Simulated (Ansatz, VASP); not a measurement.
# Two plane-wave programs on Be

INCAR

```
PREC = Accurate
ENCUT = 520
EDIFF = 1E-6
ISMEAR = -1
SIGMA = 0.1
LREAL = F
LASPH = T
NELM = 100
ALGO = Normal
ISIF = 2
LWAVE = F
LCHARG = F
GGA = RE
NBANDS = 10
```

File KPOINTS:

```
regular mesh
0
Gamma
  11 11 16
```

Contents of POSCAR:

```
Be
1.0
    3.5462459900      0.0000000000      0.0000000000
   -1.7731229950      3.0711391154      0.0000000000
    0.0000000000      0.0000000000      2.1831237669
Be
3
Direct
    0.0000000000      0.0000000000      0.0000000000
    0.3333333333      0.6666666667      0.5000000000
    0.6666666667      0.3333333333      0.5000000000
```

Input for Ansatz:

```yaml
crystal:
  lattice:
    - [3.54624599, 0.0, 0.0]
    - [-1.773122995, 3.0711391154, 0.0]
    - [0.0, 0.0, 2.1831237669]
  atoms:
    - { symbol: Be, position: [0.0, 0.0, 0.0] }
    - { symbol: Be, position: [0.3333333333, 0.6666666667, 0.5] }
    - { symbol: Be, position: [0.6666666667, 0.3333333333, 0.5] }
hamiltonian:
  xc: revpbe
  pseudopotentials:
    kind: paw
    azcp:
      Be: "pseudopotentials/Be.paw.azcp"
basis:
  ecutwfc: 420
  fft_grid_basis: typed
kpoints:
  mp_grid: { grid: [11, 11, 16], shift: [0, 0, 0] }
magnetization:
  spin_polarized: false
scf:
  occupations: { method: fermi_dirac, width: 0.1 }
  lower_state_search: "off"
output:
  stress: true
  write_density: true
  write_potential: true
  elf: true
  volumetric_format: npy
```

Alike in both runs: task single point; functional revPBE; k mesh 11 × 11 × 16; occupations fermi-dirac, width 0.1 eV; no spin polarisation.

```csv
,VASP,Ansatz
version,VASP 6.6.1,Ansatz 0.2.0
potentials or method,"VASP PAW PBE potentials, release 64 (Be), cutoff 520 eV","plane waves (420 eV) with PAW, scalar-relativistic"
valence electrons in the cell,6,6
```

|  | VASP | Ansatz | Ansatz less VASP |
| --- | --- | --- | --- |
| pressure (GPa) | 4.9 | 4.9 | -0.02 |
| traceless stress, the component that is largest in VASP (GPa) | -0.48 | -0.45 | +0.030 |

VASP's potentials were made for PBE, not for revPBE. The functional is the same, so the differences come from potentials, cutoffs and numerics.
